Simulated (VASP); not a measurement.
# HfB (Fm-3m) in VASP: relaxation of the atoms with PBEsol

Aim: the relaxation of the atoms of HfB with PBEsol.

All numbers are computed with VASP 6.6.1; they aren't measurements. Logs are shortened: lines on timing, memory, paths and dates and some standing lists are left out, and cuts for length are marked.

### Step 1. The cell of the first run

The structure is cubic, space group Fm-3m (No. 225). Conventional cell: a = 4.620 Å, b = 4.620 Å, c = 4.620 Å, α = 90.00°, β = 90.00°, γ = 90.00°. Within 3.1 Å of Hf (site symmetry m-3m) lie 6 B at 2.31 Å. Within 3.1 Å of B (site symmetry m-3m) lie 6 Hf at 2.31 Å.

### Step 2. Relaxation of the atoms, PBEsol

Contents of INCAR:

```
SYSTEM = HfB
  PREC = Accurate
  ENCUT = 520
  EDIFF = 1E-6
  ISMEAR = 1
  SIGMA = 0.15
  LREAL = .False.
  LASPH = .True.
  NELM = 80
  ALGO = Normal
  ISIF = 2
  LWAVE = .False.
  LCHARG = .False.
  GGA = PS
  IBRION = 2
  NSW = 80
  EDIFFG = -0.05
```

Contents of KPOINTS:

```
Automatic mesh
0
Gamma
  6 6 6
  0 0 0
```

Contents of POSCAR:

```
HfB
1.0
    0.0000000000      2.3100000000      2.3100000000
    2.3100000000      0.0000000000      2.3100000000
    2.3100000000      2.3100000000      0.0000000000
Hf B
1 1
Direct
    0.5000000000      0.5000000000      0.5000000000
    0.0000000000      0.0000000000      0.0000000000
```

Potentials or basis: VASP PAW PBE potentials, release 64 (Hf_pv, B).

Run with:

```
$ cat potpaw_PBE.64/Hf_pv/POTCAR potpaw_PBE.64/B/POTCAR > POTCAR
$ mpirun -np 1 vasp_std > vasp.out
```

OUTCAR:

```text
SYSTEM = HfB
   PREC = Accurate
   ENCUT = 520
   EDIFF = 1E-6
   ISMEAR = 1
   LREAL = .False.
   LASPH = .True.
   NELM = 80
   ISIF = 2
   GGA = PS
   IBRION = 2
   NSW = 80
   EDIFFG = -0.05

 ion  position               nearest neighbor table
   1  0.500  0.500  0.500-   2 2.31   2 2.31   2 2.31   2 2.31   2 2.31   2 2.31
   2  0.000  0.000  0.000-   1 2.31   1 2.31   1 2.31   1 2.31   1 2.31   1 2.31

  LATTYP: Found a face centered cubic cell.
 ALAT       =     4.6200000000

  Lattice vectors:

 A1 = (   0.0000000000,   2.3100000000,   2.3100000000)
 A2 = (   2.3100000000,   0.0000000000,   2.3100000000)
 A3 = (   2.3100000000,   2.3100000000,   0.0000000000)

Analysis of symmetry for initial positions (statically):
=====================================================================
 Subroutine PRICEL returns:
 Original cell was already a primitive cell.

 Routine SETGRP: Setting up the symmetry group for a
 face centered cubic supercell.

 Subroutine GETGRP returns: Found 48 space group operations
 (whereof 48 operations were pure point group operations)
 out of a pool of 48 trial point group operations.

The static configuration has the point symmetry O_h .

Analysis of symmetry for dynamics (positions and initial velocities):
=====================================================================
 Subroutine PRICEL returns:
 Original cell was already a primitive cell.

 Routine SETGRP: Setting up the symmetry group for a
 face centered cubic supercell.

 Subroutine GETGRP returns: Found 48 space group operations
 (whereof 48 operations were pure point group operations)
 out of a pool of 48 trial point group operations.

The dynamic configuration has the point symmetry O_h .

 Subroutine INISYM returns: Found 48 space group operations
 (whereof 48 operations are pure point group operations),
 and found     1 'primitive' translations

----------------------------------------------------------------------------------------

                                     Primitive cell

  volume of cell :      24.6528

  direct lattice vectors                    reciprocal lattice vectors
     0.000000000  2.310000000  2.310000000    -0.216450216  0.216450216  0.216450216
     2.310000000  0.000000000  2.310000000     0.216450216 -0.216450216  0.216450216
     2.310000000  2.310000000  0.000000000     0.216450216  0.216450216 -0.216450216

  length of vectors
     3.266833329  3.266833329  3.266833329     0.374902772  0.374902772  0.374902772

  position of ions in fractional coordinates (direct lattice)
     0.500000000  0.500000000  0.500000000
     0.000000000  0.000000000  0.000000000

  ion indices of the primitive-cell ions
   primitive index   ion index
                 1           1
                 2           2

----------------------------------------------------------------------------------------

 KPOINTS: Automatic mesh

Automatic generation of k-mesh.
 Grid dimensions read from file:
 generate k-points for:    6    6    6

 Generating k-lattice:

  Cartesian coordinates                     Fractional coordinates (reciprocal lattice)
    -0.036075036  0.036075036  0.036075036     0.166666667  0.000000000  0.000000000
     0.036075036 -0.036075036  0.036075036     0.000000000  0.166666667  0.000000000
     0.036075036  0.036075036 -0.036075036     0.000000000  0.000000000  0.166666667

  Length of vectors
     0.062483795  0.062483795  0.062483795

  Shift w.r.t. Gamma in fractional coordinates (k-lattice)
     0.000000000  0.000000000  0.000000000

 Subroutine IBZKPT returns following result:
 ===========================================

 Found     16 irreducible k-points:

 Following reciprocal coordinates:
            Coordinates               Weight
  0.000000  0.000000  0.000000      1.000000
  0.166667  0.000000  0.000000      8.000000
  0.333333  0.000000  0.000000      8.000000
  0.500000  0.000000  0.000000      4.000000
  0.166667  0.166667  0.000000      6.000000
  0.333333  0.166667  0.000000     24.000000
[... 8 lines left out ...]
 -0.333333  0.333333  0.166667     24.000000
 -0.333333  0.500000  0.166667     12.000000
   k-points           NKPTS =     16   k-points in BZ     NKDIM =     16   number of bands    NBANDS=     10
   number of dos      NEDOS =    301   number of ions     NIONS =      2
   total plane-waves  NPLWV =  13824
   dimension x,y,z NGX =    24 NGY =   24 NGZ =   24
   dimension x,y,z NGXF=    48 NGYF=   48 NGZF=   48
   ions per type =               1   1
   NGX,Y,Z   is equivalent  to a cutoff of  12.21, 12.21, 12.21 a.u.
   NGXF,Y,Z  is equivalent  to a cutoff of  24.43, 24.43, 24.43 a.u.
 SYSTEM =  HfB
   PREC   = accura    normal or accurate (medium, high low for compatibility)
   ISTART =      0    job   : 0-new  1-cont  2-samecut
   ICHARG =      2    charge: 1-file 2-atom 10-const
   ISPIN  =      1    spin polarized calculation?
   LNONCOLLINEAR =      F non collinear calculations
   LSORBIT =      F    spin-orbit coupling
   LASPH  =      T    aspherical Exc in radial PAW
   ENCUT  =  520.0 eV  38.22 Ry    6.18 a.u.   6.07  6.07  6.07*2*pi/ulx,y,z
   NELM   =     80;   NELMIN=  2; NELMDL= -5     # of ELM steps
   EDIFF  = 0.1E-05   stopping-criterion for ELM
   LREAL  =      F    real-space projection
   EDIFFG = -.5E-01   stopping-criterion for IOM
   NSW    =     80    number of steps for IOM
   IBRION =      2    ionic relax: 0-MD 1-quasi-New 2-CG
   NFREE  =      1    steps in history (QN), initial steepest desc. (CG)
   ISIF   =      2    stress and relaxation
   ISYM   =      2    0-nonsym 1-usesym 2-fastsym
   POTIM  = 0.5000    time-step for ionic-motion
   TEBEG  =    0.0;   TEEND  =   0.0 temperature during run
   PSTRESS=    0.0 pullay stress
   NELECT =      13.0000    total number of electrons
   NUPDOWN=      -1.0000    fix difference up-down
   EMIN   =  10.00;   EMAX   =-10.00  energy-range for DOS
   EFERMI =   0.00;   METHOD = LEGACY
   ISMEAR =     1;   SIGMA  =   0.15  broadening in eV -4-tet -1-fermi 0-gaus
   EFERMI_NEDOS =   21; number of points for ismear=-14 and -15
   IALGO  =     38    algorithm
   IMIX   =      4    mixing-type and parameters
     AMIX     =   0.40;   BMIX     =  1.00
     AMIX_MAG =   1.60;   BMIX_MAG =  1.00
  volume/ion in A,a.u.               =      12.33        83.18
  Fermi-wavevector in a.u.,A,eV,Ry     =   1.322617  2.499383 23.800871  1.749315
  Thomas-Fermi vector in A             =   2.452285
   LORBIT       =      0    0 simple, 1 ext, 2 COOP (PROOUT), +10 PAW based schemes
   GGA     = PS    functional components
   LHFCALC =     F    Hartree Fock is set to
   AEXX    =    0.0000 exact exchange contribution
   IVDW    =     0    specifies the selected vdW correction
   LEPSILON=     F    determine dielectric tensor
   LRPA    =     F    only Hartree local field effects (RPA)
 conjugate gradient relaxation of ions
 non-spin polarized calculation
 Methfessel and Paxton  Order N= 1 SIGMA  =   0.15
  energy-cutoff  :      520.00
  volume of cell :       24.65
 maximum number of plane-waves:       680
   NGX = 13   NGY = 13   NGZ = 13

 number of electron      13.0000002 magnetization

 Free energy of the ion-electron system (eV)
  ---------------------------------------------------
  ext. energy  EPLUGINS =         0.00000000
  ---------------------------------------------------
  free energy    TOTEN  =       -18.22623164 eV

  energy without entropy =      -18.22331315  energy(sigma->0) =      -18.22525881

 E-fermi :   4.7787     XC(G=0): -12.4041

 val. band max:        4.7734811443   @ k =   0.5000   0.3333   0.1667
 cond. band min:       5.2625148941   @ k =   0.1667   0.0000   0.0000
 fundamental gap:      0.4890337498
 Fermi energy:         4.7787238659

 k-point     1 :       0.0000    0.0000    0.0000
  band No.  band energies     occupation
      1     -23.2585      2.00000
      2     -23.2585      2.00000
      3     -23.2585      2.00000
      4      -4.5675      2.00000
      5       7.1476     -0.00000
      6       7.1476     -0.00000
      7       7.1476     -0.00000
      8       8.9924      0.00000
      9       8.9924      0.00000
     10       8.9924      0.00000

 k-point     2 :       0.1667    0.0000    0.0000
  band No.  band energies     occupation
      1     -23.4533      2.00000
      2     -23.2784      2.00000
      3     -23.2784      2.00000
      4      -3.7876      2.00000
      5       5.2625     -0.00005
      6       5.9524     -0.00000
      7       5.9524     -0.00000
      8       8.1882      0.00000
      9       8.1882      0.00000
     10       9.7692      0.00000

 k-point     3 :       0.3333    0.0000    0.0000
  band No.  band energies     occupation
      1     -23.8216      2.00000
      2     -23.3178      2.00000
      3     -23.3178      2.00000
      4      -1.8676      2.00000
      5       2.8037      2.00000
      6       4.2189      2.00000
      7       4.2189      2.00000
      8      10.0250      0.00000
      9      10.0250      0.00000
     10      10.7057      0.00000

 k-point     4 :       0.5000    0.0000    0.0000
  band No.  band energies     occupation
      1     -23.9964      2.00000
      2     -23.3373      2.00000
      3     -23.3373      2.00000
      4      -0.0491      2.00000
      5       1.0012      2.00000
      6       3.6178      2.00000
      7       3.6178      2.00000
      8      11.5002      0.00000
      9      11.5002      0.00000
     10      12.5586      0.00000

 k-point     5 :       0.1667    0.1667    0.0000
  band No.  band energies     occupation
      1     -23.4389      2.00000
      2     -23.3247      2.00000
      3     -23.3247      2.00000
      4      -3.5566      2.00000
      5       4.5859      2.06988
      6       6.0102     -0.00000
      7       6.5661     -0.00000
      8       6.5661     -0.00000
      9       9.6226      0.00000
     10      10.9532      0.00000

 k-point     6 :       0.3333    0.1667    0.0000
  band No.  band energies     occupation
      1     -23.7114      2.00000
      2     -23.3773      2.00000
      3     -23.3755      2.00000
      4      -2.1268      2.00000
      5       2.9293      2.00000
      6       4.4223      2.00396
      7       5.4601     -0.00000
      8       7.6822     -0.00000
      9      10.6829      0.00000
     10      11.9106      0.00000
[... 79 lines left out ...]
 k-point    13 :       0.5000    0.5000    0.0000
  band No.  band energies     occupation
      1     -23.9309      2.00000
      2     -23.5207      2.00000
      3     -23.5207      2.00000
      4      -1.7071      2.00000
      5       3.8477      2.00000
      6       4.1045      2.00000
      7       7.3962     -0.00000
      8       7.3962     -0.00000
      9      11.2280      0.00000
     10      12.8736      0.00000

 k-point    14 :       0.5000    0.3333    0.1667
  band No.  band energies     occupation
      1     -23.8019      2.00000
      2     -23.5515      2.00000
      3     -23.4078      2.00000
      4      -0.9729      2.00000
      5       2.3083      2.00000
      6       3.8837      2.00000
      7       4.7735      1.05912
      8       8.6826      0.00000
      9      12.0326      0.00000
     10      12.8536      0.00000

 k-point    15 :      -0.3333    0.3333    0.1667
  band No.  band energies     occupation
      1     -23.8250      2.00000
      2     -23.6338      2.00000
      3     -23.4499      2.00000
      4      -0.2951      2.00000
      5       2.0378      2.00000
      6       3.7553      2.00000
      7       4.4256      2.00434
      8      10.0919      0.00000
      9      10.4837      0.00000
     10      12.6133      0.00000

 k-point    16 :      -0.3333    0.5000    0.1667
  band No.  band energies     occupation
      1     -23.8308      2.00000
      2     -23.6257      2.00000
      3     -23.5249      2.00000
      4      -0.9694      2.00000
      5       3.6522      2.00000
      6       3.8357      2.00000
      7       4.4778      2.01567
      8       9.0219      0.00000
      9      11.8675      0.00000
     10      12.8259      0.00000

------------------------ aborting loop because EDIFF is reached ----------------------------------------

  FORCE on cell =-STRESS in cart. coord.  units (eV):
  Direction    XX          YY          ZZ          XY          YZ          ZX
  --------------------------------------------------------------------------------------
  -------------------------------------------------------------------------------------
  Total        3.7803102      3.7803102      3.7803102      0.0000000     -0.0000000      0.0000000
  in kB      245.6812934    245.6812934    245.6812934      0.0000000     -0.0000000      0.0000000
  external PRESSURE =     245.6812934 kB  Pullay stress =       0.0000000 kB

 VOLUME and BASIS-vectors are now :
 -----------------------------------------------------------------------------
  energy-cutoff  :      520.00
  volume of cell :       24.65
      direct lattice vectors                 reciprocal lattice vectors
     0.000000000  2.310000000  2.310000000    -0.216450216  0.216450216  0.216450216
     2.310000000  0.000000000  2.310000000     0.216450216 -0.216450216  0.216450216
     2.310000000  2.310000000  0.000000000     0.216450216  0.216450216 -0.216450216

 POSITION                                       TOTAL-FORCE (eV/Angst)
 -----------------------------------------------------------------------------------
      2.31000      2.31000      2.31000         0.000000     -0.000000     -0.000000
      0.00000      0.00000      0.00000        -0.000000      0.000000      0.000000
 -----------------------------------------------------------------------------------
    total drift:                               -0.000000     -0.000000      0.000000

  FREE ENERGIE OF THE ION-ELECTRON SYSTEM (eV)
  ---------------------------------------------------
  free  energy   TOTEN  =       -18.2262316417 eV

  energy  without entropy=      -18.2233131523  energy(sigma->0) =      -18.22525881

 reached required accuracy - stopping structural energy minimisation
```

Wall time 12 s (1 thread of AMD EPYC 7R13, shared host); peak memory 0.11 GiB.

Results:

```yaml
Free_energy: -18.2262 eV
Pressure_after_relaxing: 24.6 GPa
```

Final structure:
```
CELL_PARAMETERS angstrom
0.00000 2.31000 2.31000
2.31000 0.00000 2.31000
2.31000 2.31000 0.00000
ATOMIC_POSITIONS crystal
Hf 0.50000 0.50000 0.50000
B 0.00000 0.00000 0.00000
```

Caveat: the k points lie up to 0.39 Å⁻¹ apart; the relaxation stopped at its first step, so nothing moved; the PAW data sets were made with another functional, which shifts forces and pressure a little; spin-orbit coupling is left out, which moves the levels of the heavy elements.
